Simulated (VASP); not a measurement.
Input of a VASP 6.6.1 run:

The input INCAR:

```
ALGO     = Normal         # electronic algorithm
EDIFF    = 1E-6           # SCF threshold, eV
ENCUT    = 500            # plane-wave cutoff, eV
GGA      = PS             # functional
GGA_COMPAT= False        
ISIF     = 2              # what is computed and relaxed
ISMEAR   = 0              # smearing method
LASPH    = True           # aspherical terms in the spheres
LCHARG   = True           # write CHGCAR
LELF     = True           # ELF
LREAL    = False          # projectors in reciprocal space
LVHAR    = True         
LWAVE    = False          # write WAVECAR
NBANDS   = 13             # bands
NELM     = 120            # most SCF steps
PREC     = Accurate       # precision mode
SIGMA    = 0.15           # smearing width, eV
```

KPOINTS

```
k-points
0
Gamma
  22 22 22
```

The input POSCAR:

```
W
1.0
    0.0000000000      2.0340422742      2.0340422742
    2.0340422742      0.0000000000      2.0340422742
    2.0340422742      2.0340422742      0.0000000000
W
1
Direct
    0.0000000000      0.0000000000      0.0000000000
```

Potentials or basis: VASP PAW PBE potentials, release 64 (W_sv).

Launch:

```sh
$ cat potpaw_PBE.64/W_sv/POTCAR > POTCAR
$ mpirun -np 1 vasp_std > vasp.out
```

Task: What does it give for the pressure?

Result: -13.8 GPa.

Task: Estimate the band gap on the k mesh.

Result: Zero (band 7 reaches 12.90 eV, above the bottom of band 8 at 9.45 eV).

Caveat: the PAW data sets were made with another functional, which shifts forces and pressure a little; spin-orbit coupling is left out, which moves the levels of the heavy elements.
